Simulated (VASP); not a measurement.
# BN (P6_3/mmc) in VASP: notebook

Runs on BN. Level: PBEsol. Tasks: single point.

Everything below comes from runs of VASP 6.6.1. Logs are shortened: lines on timing, memory, paths and dates and some standing lists are left out, and cuts for length are marked.

### Step 1. The cell of the first run

Symmetry: P6_3/mmc, No. 194, hexagonal system. Conventional cell: a = 2.500 Å, b = 2.500 Å, c = 6.378 Å, α = 90.00°, β = 90.00°, γ = 120.00°. B (site symmetry -6m2) has 3 N at 1.44 Å within 1.9 Å. Within 1.9 Å of N (site symmetry -6m2) lie 3 B at 1.44 Å.

### Step 2. Single point, PBEsol (volume 8.631 Å^3 an atom, c/a of the conventional cell 2.5510)

The input, INCAR:

```
SYSTEM = BN
ALGO = Normal
EDIFF = 1E-6
ENCUT = 520
GGA = PS
ISIF = 2
ISMEAR = 0
LASPH = .True.
LCHARG = .False.
LREAL = .False.
LWAVE = .False.
NBANDS = 16
NELM = 60
PREC = Accurate
SIGMA = 0.05
```

The input, KPOINTS:

```
k-points
0
Gamma
  12 12 4
  0 0 0
```

The input, POSCAR:

```
BN
1.0
    2.5001151158      0.0000000000      0.0000000000
   -1.2500575579      2.1651632027      0.0000000000
    0.0000000000      0.0000000000      6.3777936605
B N
2 2
Direct
    0.3333333333      0.6666666667      0.2500000000
    0.6666666667      0.3333333333      0.7500000000
    0.3333333333      0.6666666667      0.7500000000
    0.6666666667      0.3333333333      0.2500000000
```

Potentials or basis: VASP PAW PBE potentials, release 64 (B, N).

Launch:

```
> cat potpaw_PBE.64/B/POTCAR potpaw_PBE.64/N/POTCAR > POTCAR
> mpirun -np 1 vasp_std > vasp.out
```

OUTCAR:

```text
SYSTEM = BN
   EDIFF = 1E-6
   ENCUT = 520
   GGA = PS
   ISIF = 2
   ISMEAR = 0
   LASPH = .True.
   LREAL = .False.
   NELM = 60
   PREC = Accurate

 ion  position               nearest neighbor table
   1  0.333  0.667  0.250-   4 1.44   4 1.44   4 1.44
   2  0.667  0.333  0.750-   3 1.44   3 1.44   3 1.44
   3  0.333  0.667  0.750-   2 1.44   2 1.44   2 1.44
   4  0.667  0.333  0.250-   1 1.44   1 1.44   1 1.44

  LATTYP: Found a hexagonal cell.
 ALAT       =     2.5001151158
 C/A-ratio  =     2.5510000000

  Lattice vectors:

 A1 = (   2.5001151158,   0.0000000000,   0.0000000000)
 A2 = (  -1.2500575579,   2.1651632027,   0.0000000000)
 A3 = (   0.0000000000,   0.0000000000,   6.3777936605)

Analysis of symmetry for initial positions (statically):
=====================================================================
 Subroutine PRICEL returns:
 Original cell was already a primitive cell.

 Routine SETGRP: Setting up the symmetry group for a
 hexagonal supercell.

 Subroutine GETGRP returns: Found 24 space group operations
 (whereof 12 operations were pure point group operations)
 out of a pool of 24 trial point group operations.

The static configuration has the point symmetry D_3d.
 The point group associated with its full space group is D_6h.

Analysis of symmetry for dynamics (positions and initial velocities):
=====================================================================
 Subroutine PRICEL returns:
 Original cell was already a primitive cell.

 Routine SETGRP: Setting up the symmetry group for a
 hexagonal supercell.

 Subroutine GETGRP returns: Found 24 space group operations
 (whereof 12 operations were pure point group operations)
 out of a pool of 24 trial point group operations.

The dynamic configuration has the point symmetry D_3d.
 The point group associated with its full space group is D_6h.

 Subroutine INISYM returns: Found 24 space group operations
 (whereof 12 operations are pure point group operations),
 and found     1 'primitive' translations

----------------------------------------------------------------------------------------

                                     Primitive cell

  volume of cell :      34.5240

  direct lattice vectors                    reciprocal lattice vectors
     2.500115116  0.000000000  0.000000000     0.399981582  0.230929474  0.000000000
    -1.250057558  2.165163203  0.000000000     0.000000000  0.461858948  0.000000000
     0.000000000  0.000000000  6.377793661     0.000000000  0.000000000  0.156794035

  length of vectors
     2.500115116  2.500115116  6.377793661     0.461858948  0.461858948  0.156794035

  position of ions in fractional coordinates (direct lattice)
     0.333333333  0.666666667  0.250000000
     0.666666667  0.333333333  0.750000000
     0.333333333  0.666666667  0.750000000
     0.666666667  0.333333333  0.250000000

  ion indices of the primitive-cell ions
   primitive index   ion index
                 1           1
                 2           2
                 3           3
                 4           4

----------------------------------------------------------------------------------------

 KPOINTS: k-points

Automatic generation of k-mesh.
 Grid dimensions read from file:
 generate k-points for:   12   12    4

 Generating k-lattice:

  Cartesian coordinates                     Fractional coordinates (reciprocal lattice)
     0.033331799  0.019244123  0.000000000     0.083333333  0.000000000  0.000000000
     0.000000000  0.038488246  0.000000000     0.000000000  0.083333333  0.000000000
     0.000000000  0.000000000  0.039198509     0.000000000  0.000000000  0.250000000

  Length of vectors
     0.038488246  0.038488246  0.039198509

  Shift w.r.t. Gamma in fractional coordinates (k-lattice)
     0.000000000  0.000000000  0.000000000

 Subroutine IBZKPT returns following result:
 ===========================================

 Found     57 irreducible k-points:

 Following reciprocal coordinates:
            Coordinates               Weight
  0.000000  0.000000  0.000000      1.000000
  0.083333 -0.000000  0.000000      6.000000
  0.166667 -0.000000  0.000000      6.000000
  0.250000 -0.000000  0.000000      6.000000
  0.333333 -0.000000  0.000000      6.000000
  0.416667 -0.000000  0.000000      6.000000
[... 16 lines left out ...]
  0.250000 -0.000000  0.250000     12.000000
  0.333333 -0.000000  0.250000     12.000000
 [... further k-points ...]
   k-points           NKPTS =     57   k-points in BZ     NKDIM =     57   number of bands    NBANDS=     16
   number of dos      NEDOS =    301   number of ions     NIONS =      4
   total plane-waves  NPLWV =  19200
   dimension x,y,z NGX =    20 NGY =   20 NGZ =   48
   dimension x,y,z NGXF=    40 NGYF=   40 NGZF=   96
   ions per type =               2   2
   NGX,Y,Z   is equivalent  to a cutoff of  13.30, 13.30, 12.51 a.u.
   NGXF,Y,Z  is equivalent  to a cutoff of  26.60, 26.60, 25.02 a.u.
 SYSTEM =  BN
   PREC   = accura    normal or accurate (medium, high low for compatibility)
   ISTART =      0    job   : 0-new  1-cont  2-samecut
   ICHARG =      2    charge: 1-file 2-atom 10-const
   ISPIN  =      1    spin polarized calculation?
   LNONCOLLINEAR =      F non collinear calculations
   LSORBIT =      F    spin-orbit coupling
   LASPH  =      T    aspherical Exc in radial PAW
   ENCUT  =  520.0 eV  38.22 Ry    6.18 a.u.   4.65  4.65 11.86*2*pi/ulx,y,z
   NELM   =     60;   NELMIN=  2; NELMDL= -5     # of ELM steps
   EDIFF  = 0.1E-05   stopping-criterion for ELM
   LREAL  =      F    real-space projection
   EDIFFG = 0.1E-04   stopping-criterion for IOM
   NSW    =      0    number of steps for IOM
   IBRION =     -1    ionic relax: 0-MD 1-quasi-New 2-CG
   NFREE  =      0    steps in history (QN), initial steepest desc. (CG)
   ISIF   =      2    stress and relaxation
   ISYM   =      2    0-nonsym 1-usesym 2-fastsym
   POTIM  = 0.5000    time-step for ionic-motion
   TEBEG  =    0.0;   TEEND  =   0.0 temperature during run
   PSTRESS=    0.0 pullay stress
   NELECT =      16.0000    total number of electrons
   NUPDOWN=      -1.0000    fix difference up-down
   EMIN   =  10.00;   EMAX   =-10.00  energy-range for DOS
   EFERMI =   0.00;   METHOD = LEGACY
   ISMEAR =     0;   SIGMA  =   0.05  broadening in eV -4-tet -1-fermi 0-gaus
   EFERMI_NEDOS =   21; number of points for ismear=-14 and -15
   IALGO  =     38    algorithm
   IMIX   =      4    mixing-type and parameters
     AMIX     =   0.40;   BMIX     =  1.00
     AMIX_MAG =   1.60;   BMIX_MAG =  1.00
  volume/ion in A,a.u.               =       8.63        58.24
  Fermi-wavevector in a.u.,A,eV,Ry     =   1.266896  2.394087 21.837713  1.605027
  Thomas-Fermi vector in A             =   2.400073
   LORBIT       =      0    0 simple, 1 ext, 2 COOP (PROOUT), +10 PAW based schemes
   GGA     = PS    functional components
   LHFCALC =     F    Hartree Fock is set to
   AEXX    =    0.0000 exact exchange contribution
   IVDW    =     0    specifies the selected vdW correction
   LEPSILON=     F    determine dielectric tensor
   LRPA    =     F    only Hartree local field effects (RPA)
 non-spin polarized calculation
 Gauss-broadening in eV      SIGMA  =   0.05
  energy-cutoff  :      520.00
  volume of cell :       34.52
 maximum number of plane-waves:       948
 NGX is ok and might be reduce to    20
   NGX =  9   NGY =  9   NGZ = 23

 number of electron      15.9999997 magnetization

 Free energy of the ion-electron system (eV)
  ---------------------------------------------------
  ext. energy  EPLUGINS =         0.00000000
  ---------------------------------------------------
  free energy    TOTEN  =       -36.55077575 eV

  energy without entropy =      -36.55077575  energy(sigma->0) =      -36.55077575

 E-fermi :   2.9008     XC(G=0): -10.5826

 val. band max:        2.5812839138   @ k =   0.3333   0.2500   0.0000
 cond. band min:       6.6592871396   @ k =   0.5000  -0.0000   0.0000
 fundamental gap:      4.0780032258
 Fermi energy:         2.9008214472

 k-point     1 :       0.0000    0.0000    0.0000
  band No.  band energies     occupation
      1     -15.2978      2.00000
      2     -14.8885      2.00000
      3      -3.9694      2.00000
      4      -1.3366      2.00000
      5       1.2378      2.00000
      6       1.2378      2.00000
[... 8 lines left out ...]
     15      15.0330      0.00000
     16      15.6199      0.00000

 k-point     2 :       0.0833   -0.0000    0.0000
  band No.  band energies     occupation
      1     -15.1601      2.00000
      2     -14.7567      2.00000
      3      -3.7804      2.00000
      4      -1.1700      2.00000
      5       0.6757      2.00000
      6       0.7288      2.00000
[... 8 lines left out ...]
     15      15.0909      0.00000
     16      15.5054      0.00000

 k-point     3 :       0.1667   -0.0000    0.0000
  band No.  band energies     occupation
      1     -14.7538      2.00000
      2     -14.3691      2.00000
      3      -3.2198      2.00000
      4      -0.7517      2.00000
      5      -0.6857      2.00000
      6      -0.6806      2.00000
[... 8 lines left out ...]
     15      16.4500      0.00000
     16      16.6043      0.00000

 k-point     4 :       0.2500   -0.0000    0.0000
  band No.  band energies     occupation
      1     -14.1046      2.00000
      2     -13.7531      2.00000
      3      -2.5671      2.00000
      4      -2.4714      2.00000
      5      -2.3114      2.00000
      6      -0.4138      2.00000
[... 8 lines left out ...]
     15      18.4624      0.00000
     16      18.5824      0.00000
[... 324 lines left out ...]
 k-point    22 :       0.1667   -0.0000    0.2500
  band No.  band energies     occupation
      1     -14.7012      2.00000
      2     -14.4294      2.00000
      3      -2.9180      2.00000
      4      -1.1847      2.00000
      5      -0.7339      2.00000
      6      -0.6545      2.00000
[... 8 lines left out ...]
     15      16.3124      0.00000
     16      16.4253      0.00000

 k-point    23 :       0.2500   -0.0000    0.2500
  band No.  band energies     occupation
      1     -14.0562      2.00000
      2     -13.8079      2.00000
      3      -2.5848      2.00000
      4      -2.4963      2.00000
      5      -1.9828      2.00000
      6      -0.4017      2.00000
[... 8 lines left out ...]
     15      18.6023      0.00000
     16      18.7108      0.00000

 k-point    24 :       0.3333   -0.0000    0.2500
  band No.  band energies     occupation
      1     -13.2358      2.00000
      2     -13.0259      2.00000
      3      -4.3650      2.00000
      4      -4.2777      2.00000
      5      -1.0368      2.00000
      6      -0.9727      2.00000
[... 8 lines left out ...]
     15      19.4725      0.00000
     16      21.1461      0.00000

 [... further k-points ...]
[... 5 lines left out ...]
  --------------------------------------------------------------------------------------
  -------------------------------------------------------------------------------------
  Total        0.5743594      0.5743594      0.4298225      0.0000000      0.0000000      0.0000000
  in kB       26.6546614     26.6546614     19.9470469      0.0000000      0.0000000      0.0000000
  external PRESSURE =      24.4187899 kB  Pullay stress =       0.0000000 kB

 VOLUME and BASIS-vectors are now :
 -----------------------------------------------------------------------------
  energy-cutoff  :      520.00
  volume of cell :       34.52
      direct lattice vectors                 reciprocal lattice vectors
     2.500115116  0.000000000  0.000000000     0.399981582  0.230929474  0.000000000
    -1.250057558  2.165163203  0.000000000     0.000000000  0.461858948  0.000000000
     0.000000000  0.000000000  6.377793661     0.000000000  0.000000000  0.156794035

 POSITION                                       TOTAL-FORCE (eV/Angst)
 -----------------------------------------------------------------------------------
     -0.00000      1.44344      1.59445         0.000000     -0.000000      0.000000
      1.25006      0.72172      4.78335        -0.000000      0.000000      0.000000
     -0.00000      1.44344      4.78335        -0.000000      0.000000      0.000000
      1.25006      0.72172      1.59445        -0.000000     -0.000000     -0.000000
 -----------------------------------------------------------------------------------
    total drift:                               -0.000000      0.000000      0.000000

  FREE ENERGIE OF THE ION-ELECTRON SYSTEM (eV)
  ---------------------------------------------------
  free  energy   TOTEN  =       -36.5507757477 eV

  energy  without entropy=      -36.5507757477  energy(sigma->0) =      -36.55077575
```

It took 23 s on 1 thread of Intel Xeon 6975P-C, shared host; peak memory 0.16 GiB.

Results:

* Free energy: -36.5508 eV
* Pressure: 2.4 GPa
* Band gap on the k mesh: 4.08 eV, indirect (least direct gap 4.46 eV)

Stress tensor (GPa, compression positive):
```
2.67 0.00 0.00
0.00 2.67 0.00
0.00 0.00 1.99
```

Levels at points of the mesh, in eV from the valence-band top:
| k point | band 4 | band 5 | band 6 | band 7 | band 8 | band 9 | band 10 | band 11 | band 12 | band 13 |
| --- | --- | --- | --- | --- | --- | --- | --- | --- | --- | --- |
| (0.00, 0.00, 0.00) | -3.92 | -1.34 | -1.34 | -1.29 | -1.29 | 5.29 | 10.64 | 11.48 | 11.48 | 11.66 |
| (0.50, 0.00, 0.00) | -8.89 | -4.19 | -4.10 | -1.65 | -0.38 | 4.08 | 5.76 | 9.49 | 9.86 | 12.64 |
| (0.00, 0.00, 0.50) | -5.40 | -1.32 | -1.32 | -1.32 | -1.32 | 7.93 | 7.93 | 11.57 | 11.57 | 11.57 |
| (0.50, 0.00, 0.50) | -8.95 | -4.14 | -4.14 | -0.98 | -0.98 | 4.60 | 4.60 | 9.89 | 9.89 | 13.59 |

Caveat: the PAW data sets were made with another functional, which shifts forces and pressure a little; this functional lacks dispersion, which binds the layers, so the pressure and a relaxed spacing across them are unreliable. A k mesh can miss the band edges.

### Step 3. Single point, PBEsol (volume 8.860 Å^3 an atom, c/a of the conventional cell 2.4903)

The input, INCAR:

```
SYSTEM = BN
PREC     = Accurate       ! precision mode
ENCUT    = 520            ! plane-wave cutoff, eV
EDIFF    = 1E-6           ! SCF threshold, eV
ISMEAR   = 0              ! smearing method
SIGMA    = 0.05           ! smearing width, eV
LREAL    = .FALSE.        ! projectors in reciprocal space
LASPH    = .TRUE.         ! aspherical terms in the spheres
NELM     = 80             ! most SCF steps
ALGO     = Normal         ! electronic algorithm
ISIF     = 2              ! what is computed and relaxed
LWAVE    = .FALSE.        ! write WAVECAR
LCHARG   = .FALSE.        ! write CHGCAR
GGA      = PS             ! functional
NBANDS   = 16             ! bands
```

The input, KPOINTS:

```
Automatic mesh
0
G
  12 12 4
  0 0 0
```

The input, POSCAR:

```
BN
1.0
    2.5423605307      0.0000000000      0.0000000000
   -1.2711802654      2.2017488052      0.0000000000
    0.0000000000      0.0000000000      6.3312404297
B N
2 2
Direct
    0.3333333333      0.6666666667      0.2500000000
    0.6666666667      0.3333333333      0.7500000000
    0.3333333333      0.6666666667      0.7500000000
    0.6666666667      0.3333333333      0.2500000000
```

Potentials or basis: VASP PAW PBE potentials, release 64 (B, N).

Launch:

```
> cat potpaw_PBE.64/B/POTCAR potpaw_PBE.64/N/POTCAR > POTCAR
> mpirun -np 1 vasp_std > vasp.out
```

Run time: 21 s. Hardware: 1 thread of Intel Xeon 6975P-C, shared host; peak memory 0.16 GiB.

The run converged. Its results:

```yaml
Free_energy: -36.5007 eV
Pressure: -9.5 GPa
Band_gap_on_the_k_mesh: 3.98 eV, indirect (least direct gap 4.31 eV)
```

Stress tensor (GPa, compression positive):
```
-15.23   0.00   0.00
  0.00 -15.23   0.00
  0.00   0.00   2.08
```

Levels at points of the mesh, in eV from the valence-band top:
```
           k point  band 5  band 6  band 7  band 8  band 9  band 10  band 11  band 12
(0.00, 0.00, 0.00)   -1.42   -1.42   -1.36   -1.36    5.30    10.47    11.04    11.04
(0.50, 0.00, 0.00)   -4.14   -4.03   -1.67   -0.33    3.98     5.68     9.03     9.29
(0.00, 0.00, 0.50)   -1.39   -1.39   -1.39   -1.39    7.89     7.89    11.13    11.13
(0.50, 0.00, 0.50)   -4.09   -4.09   -0.95   -0.95    4.48     4.48     9.36     9.36
```

Caveat: the PAW data sets were made with another functional, which shifts forces and pressure a little; this functional lacks dispersion, which binds the layers, so the pressure and a relaxed spacing across them are unreliable. A k mesh can miss the band edges.
